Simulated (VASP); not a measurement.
# MoS2 (R3m) in VASP: a series of runs

MoS2 is run at these levels: PBE+D3(BJ); tasks: single point.

Everything below comes from runs of VASP 6.6.1. Logs are shortened: lines on timing, memory, paths and dates and some standing lists are left out, and cuts for length are marked.

**1. The cell of the first run**

The structure is trigonal, space group R3m (No. 160). Conventional cell: a = 2.916 Å, b = 2.916 Å, c = 18.790 Å, α = 90.00°, β = 90.00°, γ = 120.00°. Within 3.1 Å of Mo (site symmetry 3m) lie 6 S at 2.34 to 2.35 Å and 6 Mo at 2.92 Å. Within 3.1 Å of S (site symmetry 3m) lie 3 Mo at 2.34 Å and 6 S at 2.92 Å. Within 3.1 Å of S (site symmetry 3m) lie 3 Mo at 2.35 Å and 6 S at 2.92 Å.

**2. Single point, PBE+D3(BJ) (15.38 Å³/atom)**

The input, INCAR:

```
SYSTEM = MoS2
PREC     = Accurate       ! precision mode
ENCUT    = 520            ! plane-wave cutoff, eV
EDIFF    = 1E-6           ! SCF threshold, eV
ISMEAR   = 0              ! smearing method
SIGMA    = 0.05           ! smearing width, eV
LREAL    = .FALSE.        ! projectors in reciprocal space
LASPH    = .TRUE.         ! aspherical terms in the spheres
NELM     = 80             ! most SCF steps
ALGO     = Normal         ! electronic algorithm
ISIF     = 2              ! what is computed and relaxed
LWAVE    = .FALSE.        ! write WAVECAR
LCHARG   = .FALSE.        ! write CHGCAR
GGA      = PE             ! functional
IVDW     = 12             ! dispersion correction
NBANDS   = 20             ! bands
```

The input, KPOINTS:

```
regular mesh
0
G
  12 12 12
  0 0 0
```

The input, POSCAR:

```
MoS2
1.0
    1.4582028612      0.8418938144      6.2631757159
   -1.4582028612      0.8418938144      6.2631757159
    0.0000000000     -1.6837876289      6.2631757159
Mo S
1 2
Direct
    0.0000172156      0.0000172156      0.0000172156
    0.7535368444      0.7535368444      0.7535368444
    0.5797459400      0.5797459400      0.5797459400
```

Potentials or basis: VASP PAW PBE potentials, release 64 (Mo_sv, S).

Command:

```sh
> cat potpaw_PBE.64/Mo_sv/POTCAR potpaw_PBE.64/S/POTCAR > POTCAR
> mpirun -np 1 vasp_std > vasp.out
```

OUTCAR:

```text
SYSTEM = MoS2
   PREC = Accurate
   ENCUT = 520
   EDIFF = 1E-6
   ISMEAR = 0
   LREAL = .FALSE.
   LASPH = .TRUE.
   NELM = 80
   ISIF = 2
   GGA = PE
   IVDW = 12
 IVDW          = 12

 ion  position               nearest neighbor table
   1  0.000  0.000  0.000-   2 2.34   2 2.34   2 2.34   3 2.35   3 2.35   3 2.35
   2  0.754  0.754  0.754-   1 2.34   1 2.34   1 2.34
   3  0.580  0.580  0.580-   1 2.35   1 2.35   1 2.35

  LATTYP: Found a trigonal (rhomboedric) cell.
 ALAT       =     6.4855617203
 COS(alpha) =     0.8988954514

  Lattice vectors:

 A1 = (   1.4582028612,   0.8418938144,   6.2631757159)
 A2 = (  -1.4582028612,   0.8418938144,   6.2631757159)
 A3 = (   0.0000000000,  -1.6837876289,   6.2631757159)

Analysis of symmetry for initial positions (statically):
=====================================================================
 Subroutine PRICEL returns:
 Original cell was already a primitive cell.

 Routine SETGRP: Setting up the symmetry group for a
 trigonal (rhombohedral) supercell.

 Subroutine GETGRP returns: Found  6 space group operations
 (whereof  6 operations were pure point group operations)
 out of a pool of 12 trial point group operations.

The static configuration has the point symmetry C_3v.

Analysis of symmetry for dynamics (positions and initial velocities):
=====================================================================
 Subroutine PRICEL returns:
 Original cell was already a primitive cell.

 Routine SETGRP: Setting up the symmetry group for a
 trigonal (rhombohedral) supercell.

 Subroutine GETGRP returns: Found  6 space group operations
 (whereof  6 operations were pure point group operations)
 out of a pool of 12 trial point group operations.

The dynamic configuration has the point symmetry C_3v.

 Subroutine INISYM returns: Found  6 space group operations
 (whereof  6 operations are pure point group operations),
 and found     1 'primitive' translations

----------------------------------------------------------------------------------------

                                     Primitive cell

  volume of cell :      46.1340

  direct lattice vectors                    reciprocal lattice vectors
     1.458202861  0.841893814  6.263175716     0.342887820  0.197966375  0.053221137
    -1.458202861  0.841893814  6.263175716    -0.342887820  0.197966375  0.053221137
     0.000000000 -1.683787629  6.263175716     0.000000000 -0.395932750  0.053221137

  length of vectors
     6.485561720  6.485561720  6.485561720     0.399493720  0.399493720  0.399493720

  position of ions in fractional coordinates (direct lattice)
     0.000017216  0.000017216  0.000017216
     0.753536844  0.753536844  0.753536844
     0.579745940  0.579745940  0.579745940

  ion indices of the primitive-cell ions
   primitive index   ion index
                 1           1
                 2           2
                 3           3

----------------------------------------------------------------------------------------

 KPOINTS: regular mesh

Automatic generation of k-mesh.
 Grid dimensions read from file:
 generate k-points for:   12   12   12

 Generating k-lattice:

  Cartesian coordinates                     Fractional coordinates (reciprocal lattice)
     0.028573985  0.016497198  0.004435095     0.083333333 -0.000000000 -0.000000000
    -0.028573985  0.016497198  0.004435095    -0.000000000  0.083333333 -0.000000000
     0.000000000 -0.032994396  0.004435095    -0.000000000 -0.000000000  0.083333333

  Length of vectors
     0.033291143  0.033291143  0.033291143

  Shift w.r.t. Gamma in fractional coordinates (k-lattice)
     0.000000000  0.000000000  0.000000000

 Subroutine IBZKPT returns following result:
 ===========================================

 Found    189 irreducible k-points:

 Following reciprocal coordinates:
            Coordinates               Weight
  0.000000  0.000000  0.000000      1.000000
  0.083333  0.000000  0.000000      6.000000
  0.166667  0.000000  0.000000      6.000000
  0.250000  0.000000  0.000000      6.000000
  0.333333 -0.000000  0.000000      6.000000
  0.416667 -0.000000  0.000000      6.000000
[... 16 lines left out ...]
  0.500000  0.166667 -0.000000     12.000000
 -0.416667  0.166667 -0.000000     12.000000
 [... further k-points ...]
   k-points           NKPTS =    189   k-points in BZ     NKDIM =    189   number of bands    NBANDS=     20
   number of dos      NEDOS =    301   number of ions     NIONS =      3
   total plane-waves  NPLWV = 110592
   dimension x,y,z NGX =    48 NGY =   48 NGZ =   48
   dimension x,y,z NGXF=    96 NGYF=   96 NGZF=   96
   ions per type =               1   2
   NGX,Y,Z   is equivalent  to a cutoff of  12.30, 12.30, 12.30 a.u.
   NGXF,Y,Z  is equivalent  to a cutoff of  24.61, 24.61, 24.61 a.u.
 SYSTEM =  MoS2
   PREC   = accura    normal or accurate (medium, high low for compatibility)
   ISTART =      0    job   : 0-new  1-cont  2-samecut
   ICHARG =      2    charge: 1-file 2-atom 10-const
   ISPIN  =      1    spin polarized calculation?
   LNONCOLLINEAR =      F non collinear calculations
   LSORBIT =      F    spin-orbit coupling
   LASPH  =      T    aspherical Exc in radial PAW
   ENCUT  =  520.0 eV  38.22 Ry    6.18 a.u.  12.06 12.06 12.06*2*pi/ulx,y,z
   NELM   =     80;   NELMIN=  2; NELMDL= -5     # of ELM steps
   EDIFF  = 0.1E-05   stopping-criterion for ELM
   LREAL  =      F    real-space projection
   EDIFFG = 0.1E-04   stopping-criterion for IOM
   NSW    =      0    number of steps for IOM
   IBRION =     -1    ionic relax: 0-MD 1-quasi-New 2-CG
   NFREE  =      0    steps in history (QN), initial steepest desc. (CG)
   ISIF   =      2    stress and relaxation
   ISYM   =      2    0-nonsym 1-usesym 2-fastsym
   POTIM  = 0.5000    time-step for ionic-motion
   TEBEG  =    0.0;   TEEND  =   0.0 temperature during run
   PSTRESS=    0.0 pullay stress
   NELECT =      26.0000    total number of electrons
   NUPDOWN=      -1.0000    fix difference up-down
   EMIN   =  10.00;   EMAX   =-10.00  energy-range for DOS
   EFERMI =   0.00;   METHOD = LEGACY
   ISMEAR =     0;   SIGMA  =   0.05  broadening in eV -4-tet -1-fermi 0-gaus
   EFERMI_NEDOS =   21; number of points for ismear=-14 and -15
   IALGO  =     38    algorithm
   IMIX   =      4    mixing-type and parameters
     AMIX     =   0.40;   BMIX     =  1.00
     AMIX_MAG =   1.60;   BMIX_MAG =  1.00
  volume/ion in A,a.u.               =      15.38       103.78
  Fermi-wavevector in a.u.,A,eV,Ry     =   1.352256  2.555393 24.879562  1.828596
  Thomas-Fermi vector in A             =   2.479610
   LORBIT       =      0    0 simple, 1 ext, 2 COOP (PROOUT), +10 PAW based schemes
   GGA     = PE    functional components
   LHFCALC =     F    Hartree Fock is set to
   AEXX    =    0.0000 exact exchange contribution
   IVDW    =    12    specifies the selected vdW correction
   LEPSILON=     F    determine dielectric tensor
   LRPA    =     F    only Hartree local field effects (RPA)
 non-spin polarized calculation
 Gauss-broadening in eV      SIGMA  =   0.05
  energy-cutoff  :      520.00
  volume of cell :       46.13
 maximum number of plane-waves:      1284
   NGX = 25   NGY = 25   NGZ = 25

 number of electron      26.0000001 magnetization

 Free energy of the ion-electron system (eV)
  ---------------------------------------------------
  ext. energy  EPLUGINS =         0.00000000
  ---------------------------------------------------
  free energy    TOTEN  =       -20.99932241 eV

  energy without entropy =      -20.99932241  energy(sigma->0) =      -20.99932241

 E-fermi :   9.1714     XC(G=0): -11.6100

 val. band max:        8.8160818603   @ k =  -0.1667   0.5000   0.1667
 cond. band min:       9.9616918656   @ k =  -0.1667   0.1667   0.0000
 fundamental gap:      1.1456100053
 Fermi energy:         9.1713731885

 k-point     1 :       0.0000    0.0000    0.0000
  band No.  band energies     occupation
      1     -51.7947      2.00000
      2     -26.1475      2.00000
      3     -25.5126      2.00000
      4     -25.5126      2.00000
      5      -6.4304      2.00000
      6      -4.7517      2.00000
[... 12 lines left out ...]
     19      18.0172      0.00000
     20      18.7203      0.00000

 k-point     2 :       0.0833    0.0000    0.0000
  band No.  band energies     occupation
      1     -51.7872      2.00000
      2     -26.1353      2.00000
      3     -25.5730      2.00000
      4     -25.5260      2.00000
      5      -6.2858      2.00000
      6      -4.6894      2.00000
[... 12 lines left out ...]
     19      18.0495      0.00000
     20      19.2237      0.00000

 k-point     3 :       0.1667    0.0000    0.0000
  band No.  band energies     occupation
      1     -51.7665      2.00000
      2     -26.1018      2.00000
      3     -25.7355      2.00000
      4     -25.5622      2.00000
      5      -5.8686      2.00000
      6      -4.5094      2.00000
[... 12 lines left out ...]
     19      18.8644      0.00000
     20      19.1312      0.00000

 k-point     4 :       0.2500    0.0000    0.0000
  band No.  band energies     occupation
      1     -51.7381      2.00000
      2     -26.0557      2.00000
      3     -25.9521      2.00000
      4     -25.6113      2.00000
      5      -5.2296      2.00000
      6      -4.2359      2.00000
[... 12 lines left out ...]
     19      18.0054      0.00000
     20      19.4361      0.00000

 k-point     5 :       0.3333   -0.0000    0.0000
  band No.  band energies     occupation
      1     -51.7096      2.00000
      2     -26.1630      2.00000
      3     -26.0093      2.00000
      4     -25.6600      2.00000
      5      -4.4643      2.00000
      6      -3.9189      2.00000
[... 12 lines left out ...]
     19      17.2865      0.00000
     20      17.9808      0.00000
[... 353 lines left out ...]
      6      -4.1198      2.00000
[... 12 lines left out ...]
     19      18.5275      0.00000
     20      19.2947      0.00000

 k-point    22 :       0.4167    0.1667    0.0000
  band No.  band energies     occupation
      1     -51.6992      2.00000
      2     -26.1611      2.00000
      3     -25.9923      2.00000
      4     -25.7612      2.00000
      5      -4.1380      2.00000
      6      -3.7915      2.00000
[... 12 lines left out ...]
     19      18.1636      0.00000
     20      18.8550      0.00000

 k-point    23 :       0.5000    0.1667   -0.0000
  band No.  band energies     occupation
      1     -51.6810      2.00000
      2     -26.2623      2.00000
      3     -25.9627      2.00000
      4     -25.8236      2.00000
      5      -3.6045      2.00000
      6      -3.4047      2.00000
[... 12 lines left out ...]
     19      18.0630      0.00000
     20      18.7666      0.00000

 k-point    24 :      -0.4167    0.1667   -0.0000
  band No.  band energies     occupation
      1     -51.6743      2.00000
      2     -26.2986      2.00000
      3     -25.9518      2.00000
      4     -25.8467      2.00000
      5      -3.4339      2.00000
      6      -3.1877      2.00000
[... 12 lines left out ...]
     19      18.3998      0.00000
     20      18.7131      0.00000

 [... further k-points ...]

------------------------ aborting loop because EDIFF is reached ----------------------------------------

 Edisp (eV)   -1.48169

 E8    (eV) :    -0.5976

  FORCE on cell =-STRESS in cart. coord.  units (eV):
  Direction    XX          YY          ZZ          XY          YZ          ZX
  --------------------------------------------------------------------------------------
  -------------------------------------------------------------------------------------
  Total       8.41240     8.41240     1.22215     0.00000    -0.00000     0.00000
  in kB     292.15228   292.15228    42.44370     0.00000    -0.00000     0.00000
  external pressure =      208.92 kB  Pullay stress =        0.00 kB

 VOLUME and BASIS-vectors are now :
 -----------------------------------------------------------------------------
  energy-cutoff  :      520.00
  volume of cell :       46.13
      direct lattice vectors                 reciprocal lattice vectors
     1.458202861  0.841893814  6.263175716     0.342887820  0.197966375  0.053221137
    -1.458202861  0.841893814  6.263175716    -0.342887820  0.197966375  0.053221137
     0.000000000 -1.683787629  6.263175716     0.000000000 -0.395932750  0.053221137

 POSITION                                       TOTAL-FORCE (eV/Angst)
 -----------------------------------------------------------------------------------
      0.00000     -0.00000      0.00032         0.000000      0.000000     -0.006976
      0.00000     -0.00000     14.15860         0.000000     -0.000000      0.424794
      0.00000     -0.00000     10.89315         0.000000      0.000000     -0.417818
 -----------------------------------------------------------------------------------
    total drift:                               -0.000000      0.000000     -0.000036

  FREE ENERGIE OF THE ION-ELECTRON SYSTEM (eV)
  ---------------------------------------------------
  free  energy   TOTEN  =       -22.4810098821 eV

  energy  without entropy=      -22.4810098821  energy(sigma->0) =      -22.48100988
```

It took 7.9 min on 1 thread of Intel Xeon Platinum 8259CL at 2.50GHz (Skylake/Cascade Lake), shared host; peak memory 0.42 GiB.

Results:

* Free energy: -22.4810 eV
* Pressure: 20.9 GPa
* Largest force: 0.425 eV/Å
* Band gap on the k mesh: 1.15 eV (least direct gap 1.83 eV)
* Dispersion energy per atom: -0.494 eV

Forces in eV/Å, atoms in the order of the input:
```
Mo   0.000  0.000 -0.007
S    0.000  0.000  0.425
S    0.000  0.000 -0.418
```

Stress tensor (GPa, compression positive):
```
29.22  0.00  0.00
 0.00 29.22  0.00
 0.00  0.00  4.24
```

Levels at points of the mesh, in eV from the valence-band top:
```csv
k point,band 10,band 11,band 12,band 13,band 14,band 15,band 16,band 17
"(0.00, 0.00, 0.00)",-1.73,-1.37,-0.78,-0.78,3.51,3.51,3.69,3.69
"(0.50, 0.00, 0.00)",-3.01,-2.39,-1.04,-0.16,2.99,3.46,4.45,4.53
"(0.50, 0.50, 0.00)",-3.04,-2.94,-0.68,-0.38,3.29,3.44,3.94,5.00
"(0.50, 0.50, 0.50)",-2.18,-0.76,-0.76,-0.16,3.55,3.55,3.62,3.62
```

Caveat: the cell stands under pressure.

**3. Single point, PBE+D3(BJ) (16.30 Å³/atom)**

This run uses another cell than the first one, of 16.30 Å³/atom.

The input, INCAR:

```
SYSTEM = MoS2
ALGO = Normal ; EDIFF = 1E-6
ENCUT = 520 ; GGA = PE
ISIF = 2 ; ISMEAR = 0
IVDW = 12 ; LASPH = .TRUE.
LCHARG = .TRUE. ; LELF = .TRUE.
LREAL = .FALSE. ; LVHAR = .TRUE.
LWAVE = .FALSE. ; NBANDS = 20
NELM = 60 ; PREC = Accurate
SIGMA = 0.05
```

The input, KPOINTS:

```
k-points
0
G
  12 12 12
  0 0 0
```

The input, POSCAR:

```
MoS2
1.0
    1.5170265268      0.8758556736      6.1323268968
   -1.5170265268      0.8758556736      6.1323268968
    0.0000000000     -1.7517113472      6.1323268968
Mo S
1 2
Direct
    0.0000172156      0.0000172156      0.0000172156
    0.7535368444      0.7535368444      0.7535368444
    0.5797459400      0.5797459400      0.5797459400
```

Potentials or basis: VASP PAW PBE potentials, release 64 (Mo_sv, S).

Command:

```sh
> cat potpaw_PBE.64/Mo_sv/POTCAR potpaw_PBE.64/S/POTCAR > POTCAR
> mpirun -np 1 vasp_std > vasp.out
```

It took 7.1 min on 1 thread of Intel Xeon Platinum 8259CL at 2.50GHz (Skylake/Cascade Lake), shared host; peak memory 0.42 GiB.

It converged, with:

```yaml
Free_energy: -22.9459 eV
Pressure: 8.8 GPa
Largest_force: 0.151 eV/Å
Band_gap_on_the_k_mesh: 0.99 eV (least direct gap 2.13 eV)
Dispersion_energy_per_atom: -0.465 eV
```

Forces in eV/Å, atoms in the order of the input:
```
Mo   0.000  0.000 -0.003
S    0.000  0.000  0.151
S    0.000  0.000 -0.148
```

Stress tensor (GPa, compression positive):
```
12.57  0.00  0.00
 0.00 12.57  0.00
 0.00  0.00  1.30
```

Levels at points of the mesh, in eV from the valence-band top:
```
           k point  band 11  band 12  band 13  band 14  band 15  band 16
(0.00, 0.00, 0.00)    -1.58    -1.50    -1.21     2.69     2.69     2.99
(0.50, 0.00, 0.00)    -2.39    -1.30    -0.89     2.48     2.56     3.90
(0.50, 0.50, 0.00)    -3.07    -1.14    -1.03     2.43     2.80     3.47
(0.50, 0.50, 0.50)    -1.54    -1.54     0.00     2.79     2.79     2.85
```

Caveat: the cell stands under pressure. A k mesh can miss the band edges.
